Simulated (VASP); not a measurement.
# SnSe2 (P-3m1) in VASP: a series of runs

The runs below take SnSe2 through single point, with PBE.

All numbers are computed with VASP 6.6.1; they aren't measurements. Logs are shortened: lines on timing, memory, paths and dates and some standing lists are left out, and cuts for length are marked.

**1. The cell of the first run**

Symmetry: P-3m1, No. 164, trigonal system. The conventional cell has a = 3.787 Å, b = 3.787 Å, c = 6.165 Å, α = 90.00°, β = 90.00°, γ = 120.00°. Sn (site symmetry -3m) has 6 Se at 2.70 Å within 3.6 Å. Se (site symmetry 3m) has 3 Sn at 2.70 Å and 12 Se at 3.71 to 3.85 Å within 3.9 Å.

**2. Single point, PBE (strain -1.0%)**

INCAR reads:

```
  PREC = Accurate
  ENCUT = 520
  EDIFF = 1E-7
  ISMEAR = -1
  SIGMA = 0.02
  LREAL = False
  LASPH = True
  NELM = 100
  ALGO = Normal
  ISIF = 2
  LWAVE = False
  LCHARG = False
  GGA = PE
  NBANDS = 20
```

KPOINTS reads:

```
Automatic mesh
0
Gamma
  12 12 4
```

POSCAR reads:

```
SnSe2
1.0
    3.7868978371      0.0000000000      0.0000000000
   -1.8934489185      3.2795497285      0.0000000000
    0.0000000000      0.0000000000      6.1648082559
Sn Se
1 2
Direct
    0.0000000000      0.0000000000      0.0000000000
    0.3333333333      0.6666666667      0.2571722289
    0.6666666667      0.3333333333      0.7428277711
```

Potentials or basis: VASP PAW PBE potentials, release 64 (Sn_d, Se).

Command:

```sh
$ cat potpaw_PBE.64/Sn_d/POTCAR potpaw_PBE.64/Se/POTCAR > POTCAR
$ mpirun -np 1 vasp_std > vasp.out
```

OUTCAR:

```text
PREC = Accurate
   ENCUT = 520
   EDIFF = 1E-7
   ISMEAR = -1
   LREAL = False
   LASPH = True
   NELM = 100
   ISIF = 2
   GGA = PE

 ion  position               nearest neighbor table
   1  0.000  0.000  0.000-   2 2.70   3 2.70   3 2.70   2 2.70   3 2.70   2 2.70
   2  0.333  0.667  0.257-   1 2.70   1 2.70   1 2.70
   3  0.667  0.333  0.743-   1 2.70   1 2.70   1 2.70

  LATTYP: Found a hexagonal cell.
 ALAT       =     3.7868978371
 C/A-ratio  =     1.6279309665

  Lattice vectors:

 A1 = (   3.7868978371,   0.0000000000,   0.0000000000)
 A2 = (  -1.8934489185,   3.2795497285,   0.0000000000)
 A3 = (   0.0000000000,   0.0000000000,   6.1648082559)

Analysis of symmetry for initial positions (statically):
=====================================================================
 Subroutine PRICEL returns:
 Original cell was already a primitive cell.

 Routine SETGRP: Setting up the symmetry group for a
 hexagonal supercell.

 Subroutine GETGRP returns: Found 12 space group operations
 (whereof 12 operations were pure point group operations)
 out of a pool of 24 trial point group operations.

The static configuration has the point symmetry D_3d.

Analysis of symmetry for dynamics (positions and initial velocities):
=====================================================================
 Subroutine PRICEL returns:
 Original cell was already a primitive cell.

 Routine SETGRP: Setting up the symmetry group for a
 hexagonal supercell.

 Subroutine GETGRP returns: Found 12 space group operations
 (whereof 12 operations were pure point group operations)
 out of a pool of 24 trial point group operations.

The dynamic configuration has the point symmetry D_3d.

 Subroutine INISYM returns: Found 12 space group operations
 (whereof 12 operations are pure point group operations),
 and found     1 'primitive' translations

----------------------------------------------------------------------------------------

                                     Primitive cell

  volume of cell :      76.5627

  direct lattice vectors                    reciprocal lattice vectors
     3.786897837  0.000000000  0.000000000     0.264068386  0.152459954  0.000000000
    -1.893448919  3.279549729  0.000000000     0.000000000  0.304919908  0.000000000
[... 81 lines left out ...]
   ISPIN  =      1    spin polarized calculation?
   LNONCOLLINEAR =      F non collinear calculations
   LSORBIT =      F    spin-orbit coupling
   LASPH  =      T    aspherical Exc in radial PAW
   ENCUT  =  520.0 eV  38.22 Ry    6.18 a.u.   7.04  7.04 11.46*2*pi/ulx,y,z
   NELM   =    100;   NELMIN=  2; NELMDL= -5     # of ELM steps
   EDIFF  = 0.1E-06   stopping-criterion for ELM
   LREAL  =      F    real-space projection
   EDIFFG = 0.1E-05   stopping-criterion for IOM
   NSW    =      0    number of steps for IOM
   IBRION =     -1    ionic relax: 0-MD 1-quasi-New 2-CG
   NFREE  =      0    steps in history (QN), initial steepest desc. (CG)
   ISIF   =      2    stress and relaxation
   ISYM   =      2    0-nonsym 1-usesym 2-fastsym
   POTIM  = 0.5000    time-step for ionic-motion
   TEBEG  =    0.0;   TEEND  =   0.0 temperature during run
   PSTRESS=    0.0 pullay stress
   NELECT =      26.0000    total number of electrons
   NUPDOWN=      -1.0000    fix difference up-down
   EMIN   =  10.00;   EMAX   =-10.00  energy-range for DOS
   EFERMI =   0.00;   METHOD = LEGACY
   ISMEAR =    -1;   SIGMA  =   0.02  broadening in eV -4-tet -1-fermi 0-gaus
   EFERMI_NEDOS =   21; number of points for ismear=-14 and -15
   IALGO  =     38    algorithm
   IMIX   =      4    mixing-type and parameters
     AMIX     =   0.40;   BMIX     =  1.00
     AMIX_MAG =   1.60;   BMIX_MAG =  1.00
  volume/ion in A,a.u.               =      25.52       172.22
  Fermi-wavevector in a.u.,A,eV,Ry     =   1.142160  2.158369 17.749191  1.304529
  Thomas-Fermi vector in A             =   2.278858
   LORBIT       =      0    0 simple, 1 ext, 2 COOP (PROOUT), +10 PAW based schemes
   GGA     = PE    functional components
   LHFCALC =     F    Hartree Fock is set to
   AEXX    =    0.0000 exact exchange contribution
   IVDW    =     0    specifies the selected vdW correction
   LEPSILON=     F    determine dielectric tensor
   LRPA    =     F    only Hartree local field effects (RPA)
 non-spin polarized calculation
  energy-cutoff  :      520.00
  volume of cell :       76.56
 maximum number of plane-waves:      2075
   NGX = 15   NGY = 15   NGZ = 23

 number of electron      25.9999998 magnetization

 Free energy of the ion-electron system (eV)
  ---------------------------------------------------
  ext. energy  EPLUGINS =         0.00000000
  ---------------------------------------------------
  free energy    TOTEN  =       -11.78540598 eV

  energy without entropy =      -11.78540597  energy(sigma->0) =      -11.78540598

 E-fermi :   4.6410     XC(G=0):  -9.5327

 val. band max:        4.2808879885   @ k =   0.0833   0.0833   0.0000
 cond. band min:       4.9930804620   @ k =   0.5000   0.0000   0.5000
 fundamental gap:      0.7121924735
 Fermi energy:         4.6410339493

 k-point     1 :       0.0000    0.0000    0.0000
  band No.  band energies     occupation
      1     -16.9850      2.00000
      2     -16.9850      2.00000
      3     -16.9430      2.00000
      4     -16.9308      2.00000
      5     -16.9308      2.00000
      6      -9.6554      2.00000
[... 541 lines left out ...]
     19      12.2623      0.00000
     20      13.2418      0.00000

 [... further k-points ...]

------------------------ aborting loop because EDIFF is reached ----------------------------------------

  FORCE on cell =-STRESS in cart. coord.  units (eV):
  Direction    XX          YY          ZZ          XY          YZ          ZX
  --------------------------------------------------------------------------------------
  -------------------------------------------------------------------------------------
  Total        2.1683351      2.1683351      1.8133577      0.0000000      0.0000000      0.0000000
  in kB       45.3753102     45.3753102     37.9469321      0.0000000      0.0000000      0.0000000
  external PRESSURE =      42.8991841 kB  Pullay stress =       0.0000000 kB

 VOLUME and BASIS-vectors are now :
 -----------------------------------------------------------------------------
  energy-cutoff  :      520.00
  volume of cell :       76.56
      direct lattice vectors                 reciprocal lattice vectors
     3.786897837  0.000000000  0.000000000     0.264068386  0.152459954  0.000000000
    -1.893448919  3.279549729  0.000000000     0.000000000  0.304919908  0.000000000
     0.000000000  0.000000000  6.164808256     0.000000000  0.000000000  0.162211047

 POSITION                                       TOTAL-FORCE (eV/Angst)
 -----------------------------------------------------------------------------------
      0.00000      0.00000      0.00000        -0.000000      0.000000      0.000000
     -0.00000      2.18637      1.58542         0.000000      0.000000      0.289427
      1.89345      1.09318      4.57939        -0.000000     -0.000000     -0.289427
 -----------------------------------------------------------------------------------
    total drift:                                0.000000     -0.000000     -0.000000

  FREE ENERGIE OF THE ION-ELECTRON SYSTEM (eV)
  ---------------------------------------------------
  free  energy   TOTEN  =       -11.7854059753 eV

  energy  without entropy=      -11.7854059748  energy(sigma->0) =      -11.78540598
```

stdout:

```text
POSCAR found type information on POSCAR SnSe
 POSCAR found :  2 types and       3 ions
 scaLAPACK will be used
 LDA part: xc-table for (Slater+PW92), standard interpolation
 POSCAR, INCAR and KPOINTS ok, starting setup
 FFT: planning ... GRIDC
 FFT: planning ... GRID_SOFT
 FFT: planning ... GRID
 WAVECAR not read
 entering main loop
```

It took 46 s on 1 thread of Intel Xeon 6975P-C (Granite Rapids), shared host; peak memory 0.24 GiB.

What came out:

```yaml
Free_energy: -11.7854 eV
Pressure: 4.3 GPa
Largest_force: 0.289 eV/Å
Band_gap_on_the_k_mesh: 0.71 eV (least direct gap 1.20 eV)
```

Forces on the atoms (eV/Å):
```
Sn   0.000  0.000  0.000
Se   0.000  0.000  0.289
Se   0.000  0.000 -0.289
```

Levels at points of the mesh, in eV from the valence-band top:
```tsv
k point	band 9	band 10	band 11	band 12	band 13	band 14	band 15	band 16	band 17	band 18
(0.00, 0.00, 0.00)	-0.54	-0.54	-0.29	-0.29	-0.16	1.09	3.15	4.72	4.72	8.03
(0.50, 0.00, 0.00)	-4.44	-3.07	-2.51	-1.42	-0.27	1.21	3.74	5.26	5.27	6.87
(0.00, 0.00, 0.50)	-2.30	-0.66	-0.66	-0.10	-0.10	2.62	3.06	4.43	4.43	7.80
(0.50, 0.00, 0.50)	-4.94	-2.30	-2.07	-0.92	-0.72	0.71	4.08	4.67	5.72	6.17
```

Caveat: the cell differs from its parent crystal (strain -1.0%); the cell stands under pressure; semilocal functionals underestimate gaps, and a narrow one can read as zero; spin-orbit coupling is left out, which moves the levels of the heavy elements; this functional lacks dispersion, which binds layers or chains, so the pressure and a relaxed spacing across them are unreliable. A k mesh can miss the band edges.

**3. Single point, PBE (uniaxial z strain +0.5%)**

INCAR reads:

```
SYSTEM = SnSe2
PREC     = Accurate       ! precision mode
ENCUT    = 520            ! plane-wave cutoff, eV
EDIFF    = 1E-6           ! SCF threshold, eV
ISMEAR   = -1             ! smearing method
SIGMA    = 0.02           ! smearing width, eV
LREAL    = .FALSE.        ! projectors in reciprocal space
LASPH    = .TRUE.         ! aspherical terms in the spheres
NELM     = 100            ! most SCF steps
ALGO     = Normal         ! electronic algorithm
ISIF     = 2              ! what is computed and relaxed
LWAVE    = .FALSE.        ! write WAVECAR
LCHARG   = .TRUE.         ! write CHGCAR
GGA      = PE             ! functional
LELF     = .TRUE.         ! ELF
LVHAR    = .TRUE.       
NBANDS   = 20             ! bands
```

KPOINTS reads:

```
Automatic mesh
0
G
  12 12 4
  0 0 0
```

POSCAR reads:

```
SnSe2
1.0
    3.8251493304      0.0000000000      0.0000000000
   -1.9125746652      3.3126764934      0.0000000000
    0.0000000000      0.0000000000      6.2582144416
Sn Se
1 2
Direct
    0.0000000000      0.0000000000      0.0000000000
    0.3333333333      0.6666666667      0.2520220383
    0.6666666667      0.3333333333      0.7479779617
```

Potentials or basis: VASP PAW PBE potentials, release 64 (Sn_d, Se).

Command:

```sh
$ cat potpaw_PBE.64/Sn_d/POTCAR potpaw_PBE.64/Se/POTCAR > POTCAR
$ mpirun -np 1 vasp_std > vasp.out
```

Run time: 37 s. Hardware: 1 thread of Intel Xeon 6975P-C (Granite Rapids), shared host; peak memory 0.25 GiB.

It converged, with:

```
Free energy            : -11.8281 eV
Pressure               : 2.9 GPa
Largest force          : 0.268 eV/Å
Band gap on the k mesh : 0.75 eV (least direct gap 1.16 eV)
```

Forces on the atoms (eV/Å):
```
Sn   0.000  0.000  0.000
Se   0.000  0.000  0.268
Se   0.000  0.000 -0.268
```

Stress tensor (GPa, compression positive):
```
2.81 0.00 0.00
0.00 2.81 0.00
0.00 0.00 2.92
```

Levels at points of the mesh, in eV from the valence-band top:
| k point | band 10 | band 11 | band 12 | band 13 | band 14 | band 15 | band 16 | band 17 |
| --- | --- | --- | --- | --- | --- | --- | --- | --- |
| (0.00, 0.00, 0.00) | -0.54 | -0.26 | -0.26 | -0.12 | 1.03 | 3.09 | 4.67 | 4.67 |
| (0.50, 0.00, 0.00) | -2.84 | -2.44 | -1.21 | -0.25 | 1.16 | 3.78 | 5.36 | 5.41 |
| (0.00, 0.00, 0.50) | -0.63 | -0.63 | -0.12 | -0.12 | 2.44 | 3.00 | 4.42 | 4.42 |
| (0.50, 0.00, 0.50) | -2.27 | -1.98 | -0.80 | -0.62 | 0.75 | 4.19 | 4.75 | 5.80 |

Caveat: the cell differs from its parent crystal (uniaxial z strain +0.5%); semilocal functionals underestimate gaps, and a narrow one can read as zero; spin-orbit coupling is left out, which moves the levels of the heavy elements; this functional lacks dispersion, which binds layers or chains, so the pressure and a relaxed spacing across them are unreliable.
